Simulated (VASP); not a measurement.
# MgO (Fm-3m) in VASP: single point with r2SCAN

Aim: the single point of MgO with r2SCAN.

All numbers are computed with VASP 6.6.1; they aren't measurements. Logs are shortened: lines on timing, memory, paths and dates and some standing lists are left out, and cuts for length are marked.

## Step 1: The cell of the first run

Symmetry: Fm-3m, No. 225, cubic system. Conventional cell: a = 4.204 Å, b = 4.204 Å, c = 4.204 Å, α = 90.00°, β = 90.00°, γ = 90.00°. Within 2.8 Å of Mg (site symmetry m-3m) lie 6 O at 2.10 Å. Within 2.8 Å of O (site symmetry m-3m) lie 6 Mg at 2.10 Å.

## Step 2: Single point, r2SCAN

POSCAR reads:

```
MgO
1.0
    0.0000000000      2.1021664417      2.1021664417
    2.1021664417      0.0000000000      2.1021664417
    2.1021664417      2.1021664417      0.0000000000
Mg O
1 1
Direct
    0.0000000000      0.0000000000      0.0000000000
    0.5000000000      0.5000000000      0.5000000000
```

INCAR.step1 reads:

```
PREC = Accurate
ENCUT = 920
ISMEAR = -1
SIGMA = 0.1
LREAL = F
LASPH = T
NELM = 120
NBANDS = 15
GGA = PE
ALGO = Normal
EDIFF = 1E-5
LWAVE = T
LCHARG = F
GGA_COMPAT = F
```

INCAR.step2 reads:

```
PREC = Accurate
ENCUT = 920
EDIFF = 1E-6
ISMEAR = -1
SIGMA = 0.1
LREAL = F
LASPH = T
NELM = 120
ALGO = Normal
ISIF = 2
LWAVE = F
LCHARG = F
METAGGA = R2SCAN
LMIXTAU = T
NBANDS = 15
ISTART = 1
GGA_COMPAT = F
```

KPOINTS reads:

```
Automatic mesh
0
Gamma
  16 16 16
```

Potentials or basis: VASP PAW PBE potentials, release 64 (Mg_sv, O).

Run with:

```bash
$ cat potpaw_PBE.64/Mg_sv/POTCAR potpaw_PBE.64/O/POTCAR > POTCAR
$ cp INCAR.step1 INCAR
$ mpirun -np 1 vasp_std > vasp.out
$ cp INCAR.step2 INCAR
$ mpirun -np 1 vasp_std > vasp.out
```

OUTCAR:

```text
PREC = Accurate
   ENCUT = 920
   EDIFF = 1E-6
   ISMEAR = -1
   LREAL = F
   LASPH = T
   NELM = 120
   ISIF = 2
   METAGGA = R2SCAN
   ISTART = 1

 ion  position               nearest neighbor table
   1  0.000  0.000  0.000-   2 2.10   2 2.10   2 2.10   2 2.10   2 2.10   2 2.10
   2  0.500  0.500  0.500-   1 2.10   1 2.10   1 2.10   1 2.10   1 2.10   1 2.10

  LATTYP: Found a face centered cubic cell.
 ALAT       =     4.2043328834

  Lattice vectors:

 A1 = (   0.0000000000,   2.1021664417,   2.1021664417)
 A2 = (   2.1021664417,   0.0000000000,   2.1021664417)
 A3 = (   2.1021664417,   2.1021664417,   0.0000000000)

Analysis of symmetry for initial positions (statically):
=====================================================================
 Subroutine PRICEL returns:
 Original cell was already a primitive cell.

 Routine SETGRP: Setting up the symmetry group for a
 face centered cubic supercell.

 Subroutine GETGRP returns: Found 48 space group operations
 (whereof 48 operations were pure point group operations)
 out of a pool of 48 trial point group operations.

The static configuration has the point symmetry O_h .

Analysis of symmetry for dynamics (positions and initial velocities):
=====================================================================
 Subroutine PRICEL returns:
 Original cell was already a primitive cell.

 Routine SETGRP: Setting up the symmetry group for a
 face centered cubic supercell.

 Subroutine GETGRP returns: Found 48 space group operations
 (whereof 48 operations were pure point group operations)
 out of a pool of 48 trial point group operations.

The dynamic configuration has the point symmetry O_h .

 Subroutine INISYM returns: Found 48 space group operations
 (whereof 48 operations are pure point group operations),
 and found     1 'primitive' translations

----------------------------------------------------------------------------------------

                                     Primitive cell

  volume of cell :      18.5794

  direct lattice vectors                    reciprocal lattice vectors
     0.000000000  2.102166442  2.102166442    -0.237849863  0.237849863  0.237849863
     2.102166442  0.000000000  2.102166442     0.237849863 -0.237849863  0.237849863
     2.102166442  2.102166442  0.000000000     0.237849863  0.237849863 -0.237849863

  length of vectors
     2.972912292  2.972912292  2.972912292     0.411968047  0.411968047  0.411968047

  position of ions in fractional coordinates (direct lattice)
     0.000000000  0.000000000  0.000000000
     0.500000000  0.500000000  0.500000000

  ion indices of the primitive-cell ions
   primitive index   ion index
                 1           1
                 2           2

----------------------------------------------------------------------------------------

 KPOINTS: Automatic mesh

Automatic generation of k-mesh.
 Grid dimensions read from file:
 generate k-points for:   16   16   16

 Generating k-lattice:

  Cartesian coordinates                     Fractional coordinates (reciprocal lattice)
    -0.014865616  0.014865616  0.014865616     0.062500000  0.000000000  0.000000000
     0.014865616 -0.014865616  0.014865616     0.000000000  0.062500000  0.000000000
     0.014865616  0.014865616 -0.014865616     0.000000000  0.000000000  0.062500000

  Length of vectors
     0.025748003  0.025748003  0.025748003

  Shift w.r.t. Gamma in fractional coordinates (k-lattice)
     0.000000000  0.000000000  0.000000000

 Subroutine IBZKPT returns following result:
 ===========================================

 Found    145 irreducible k-points:

 Following reciprocal coordinates:
            Coordinates               Weight
  0.000000  0.000000  0.000000      1.000000
  0.062500  0.000000  0.000000      8.000000
  0.125000  0.000000  0.000000      8.000000
  0.187500  0.000000  0.000000      8.000000
  0.250000  0.000000  0.000000      8.000000
  0.312500  0.000000  0.000000      8.000000
[... 16 lines left out ...]
 -0.125000  0.062500  0.000000     24.000000
 -0.062500  0.062500  0.000000     12.000000
 [... further k-points ...]
   k-points           NKPTS =    145   k-points in BZ     NKDIM =    145   number of bands    NBANDS=     15
   number of dos      NEDOS =    301   number of ions     NIONS =      2
   total plane-waves  NPLWV =  27000
   dimension x,y,z NGX =    30 NGY =   30 NGZ =   30
   dimension x,y,z NGXF=    60 NGYF=   60 NGZF=   60
   ions per type =               1   1
   NGX,Y,Z   is equivalent  to a cutoff of  16.78, 16.78, 16.78 a.u.
   NGXF,Y,Z  is equivalent  to a cutoff of  33.55, 33.55, 33.55 a.u.
 SYSTEM =  unknown system
   PREC   = accura    normal or accurate (medium, high low for compatibility)
   ISTART =      1    job   : 0-new  1-cont  2-samecut
   ICHARG =      0    charge: 1-file 2-atom 10-const
   ISPIN  =      1    spin polarized calculation?
   LNONCOLLINEAR =      F non collinear calculations
   LSORBIT =      F    spin-orbit coupling
   LASPH  =      T    aspherical Exc in radial PAW
   ENCUT  =  920.0 eV  67.62 Ry    8.22 a.u.   7.35  7.35  7.35*2*pi/ulx,y,z
   NELM   =    120;   NELMIN=  2; NELMDL=  0     # of ELM steps
   EDIFF  = 0.1E-05   stopping-criterion for ELM
   LREAL  =      F    real-space projection
   EDIFFG = 0.1E-04   stopping-criterion for IOM
   NSW    =      0    number of steps for IOM
   IBRION =     -1    ionic relax: 0-MD 1-quasi-New 2-CG
   NFREE  =      0    steps in history (QN), initial steepest desc. (CG)
   ISIF   =      2    stress and relaxation
   ISYM   =      2    0-nonsym 1-usesym 2-fastsym
   POTIM  = 0.5000    time-step for ionic-motion
   TEBEG  =    0.0;   TEEND  =   0.0 temperature during run
   PSTRESS=    0.0 pullay stress
   NELECT =      16.0000    total number of electrons
   NUPDOWN=      -1.0000    fix difference up-down
   EMIN   =  10.00;   EMAX   =-10.00  energy-range for DOS
   EFERMI =   0.00;   METHOD = LEGACY
   ISMEAR =    -1;   SIGMA  =   0.10  broadening in eV -4-tet -1-fermi 0-gaus
   EFERMI_NEDOS =   21; number of points for ismear=-14 and -15
   IALGO  =     38    algorithm
   IMIX   =      4    mixing-type and parameters
     AMIX     =   0.40;   BMIX     =  1.00
     AMIX_MAG =   1.60;   BMIX_MAG =  1.00
  volume/ion in A,a.u.               =       9.29        62.69
  Fermi-wavevector in a.u.,A,eV,Ry     =   1.557535  2.943314 33.006568  2.425914
  Thomas-Fermi vector in A             =   2.661171
   LORBIT       =      0    0 simple, 1 ext, 2 COOP (PROOUT), +10 PAW based schemes
   METAGGA = R2SCAN    functional components
   LHFCALC =     F    Hartree Fock is set to
   AEXX    =    0.0000 exact exchange contribution
   IVDW    =     0    specifies the selected vdW correction
   LEPSILON=     F    determine dielectric tensor
   LRPA    =     F    only Hartree local field effects (RPA)
 non-spin polarized calculation
  energy-cutoff  :      920.00
  volume of cell :       18.58
 maximum number of plane-waves:      1243
 NGX is ok and might be reduce to    30
   NGX = 15   NGY = 15   NGZ = 15

 number of electron      15.9999999 magnetization

 Free energy of the ion-electron system (eV)
  ---------------------------------------------------
  ext. energy  EPLUGINS =         0.00000000
  ---------------------------------------------------
  free energy    TOTEN  =       -16.15465471 eV

  energy without entropy =      -16.15465471  energy(sigma->0) =      -16.15465471

 E-fermi :   4.8429     XC(G=0): -12.0718

 val. band max:        2.5441957312   @ k =   0.0000   0.0000   0.0000
 cond. band min:       8.2454153088   @ k =   0.0000   0.0000   0.0000
 fundamental gap:      5.7012195776
 Fermi energy:         4.8428951680

 k-point     1 :       0.0000    0.0000    0.0000
  band No.  band energies     occupation
      1     -72.4067      2.00000
      2     -37.4925      2.00000
      3     -37.4925      2.00000
      4     -37.4925      2.00000
      5     -15.6710      2.00000
      6       2.5442      2.00000
      7       2.5442      2.00000
      8       2.5442      2.00000
      9       8.2454      0.00000
     10      19.4390      0.00000
     11      19.4390      0.00000
     12      19.4390      0.00000
     13      23.5609      0.00000
     14      25.3990      0.00000
     15      25.3990      0.00000

 k-point     2 :       0.0625    0.0000    0.0000
  band No.  band energies     occupation
      1     -72.4062      2.00000
      2     -37.4959      2.00000
      3     -37.4928      2.00000
      4     -37.4928      2.00000
      5     -15.6283      2.00000
      6       2.2811      2.00000
      7       2.5161      2.00000
      8       2.5161      2.00000
      9       8.5040      0.00000
     10      18.8327      0.00000
     11      19.5432      0.00000
     12      19.5432      0.00000
     13      24.3779      0.00000
     14      25.0728      0.00000
     15      25.0728      0.00000

 k-point     3 :       0.1250    0.0000    0.0000
  band No.  band energies     occupation
      1     -72.4053      2.00000
      2     -37.5054      2.00000
      3     -37.4937      2.00000
      4     -37.4937      2.00000
      5     -15.5046      2.00000
      6       1.6197      2.00000
      7       2.4371      2.00000
      8       2.4371      2.00000
      9       9.1432      0.00000
     10      17.7581      0.00000
     11      19.8232      0.00000
     12      19.8232      0.00000
     13      24.4802      0.00000
     14      24.4802      0.00000
     15      25.8517      0.00000
[... 343 lines left out ...]
 k-point    23 :      -0.1250    0.0625    0.0000
  band No.  band energies     occupation
      1     -72.4045      2.00000
      2     -37.5110      2.00000
      3     -37.4968      2.00000
      4     -37.4933      2.00000
      5     -15.4130      2.00000
      6       1.2521      2.00000
      7       2.2725      2.00000
      8       2.4205      2.00000
      9       9.5678      0.00000
     10      17.2035      0.00000
     11      19.9441      0.00000
     12      20.0618      0.00000
     13      23.5821      0.00000
     14      24.7746      0.00000
     15      26.6568      0.00000

 k-point    24 :      -0.0625    0.0625    0.0000
  band No.  band energies     occupation
      1     -72.4057      2.00000
      2     -37.5005      2.00000
      3     -37.4947      2.00000
      4     -37.4927      2.00000
      5     -15.5589      2.00000
      6       1.9249      2.00000
      7       2.4144      2.00000
      8       2.4944      2.00000
      9       8.8865      0.00000
     10      18.1347      0.00000
     11      19.7062      0.00000
     12      19.7102      0.00000
     13      24.2947      0.00000
     14      25.0830      0.00000
     15      25.3867      0.00000

 [... further k-points ...]

------------------------ aborting loop because EDIFF is reached ----------------------------------------

  FORCE on cell =-STRESS in cart. coord.  units (eV):
  Direction    XX          YY          ZZ          XY          YZ          ZX
  --------------------------------------------------------------------------------------
  -------------------------------------------------------------------------------------
  Total        0.0578863      0.0578863      0.0578863      0.0000000     -0.0000000      0.0000000
  in kB        4.9917745      4.9917745      4.9917745      0.0000000     -0.0000000      0.0000000
  external PRESSURE =       4.9917745 kB  Pullay stress =       0.0000000 kB

 VOLUME and BASIS-vectors are now :
 -----------------------------------------------------------------------------
  energy-cutoff  :      920.00
  volume of cell :       18.58
      direct lattice vectors                 reciprocal lattice vectors
     0.000000000  2.102166442  2.102166442    -0.237849863  0.237849863  0.237849863
     2.102166442  0.000000000  2.102166442     0.237849863 -0.237849863  0.237849863
     2.102166442  2.102166442  0.000000000     0.237849863  0.237849863 -0.237849863

 POSITION                                       TOTAL-FORCE (eV/Angst)
 -----------------------------------------------------------------------------------
      0.00000      0.00000      0.00000         0.000000     -0.000000      0.000000
      2.10217      2.10217      2.10217        -0.000000      0.000000     -0.000000
 -----------------------------------------------------------------------------------
    total drift:                                0.000000      0.000000      0.000000

  FREE ENERGIE OF THE ION-ELECTRON SYSTEM (eV)
  ---------------------------------------------------
  free  energy   TOTEN  =       -16.1546547099 eV

  energy  without entropy=      -16.1546547098  energy(sigma->0) =      -16.15465471
```

Wall time 3.7 min (1 thread of Intel Xeon Platinum 8559C (Emerald Rapids), shared host); peak memory 0.23 GiB.

Results:

```yaml
Free_energy: -16.1547 eV
Pressure: 0.5 GPa
Band_gap_on_the_k_mesh: 5.70 eV
```

Levels at points of the mesh, in eV from the valence-band top:
| k point | band 5 | band 6 | band 7 | band 8 | band 9 | band 10 | band 11 | band 12 |
| --- | --- | --- | --- | --- | --- | --- | --- | --- |
| (0.00, 0.00, 0.00) | -18.22 | 0.00 | 0.00 | 0.00 | 5.70 | 16.89 | 16.89 | 16.89 |
| (0.50, 0.00, 0.00) | -16.92 | -4.62 | -0.68 | -0.68 | 8.87 | 13.91 | 17.57 | 17.57 |
| (0.50, 0.50, 0.00) | -16.71 | -4.09 | -1.37 | -1.37 | 10.05 | 11.22 | 14.38 | 20.55 |

Caveat: the PAW data sets were made with another functional, which shifts forces and pressure a little. A k mesh can miss the band edges.
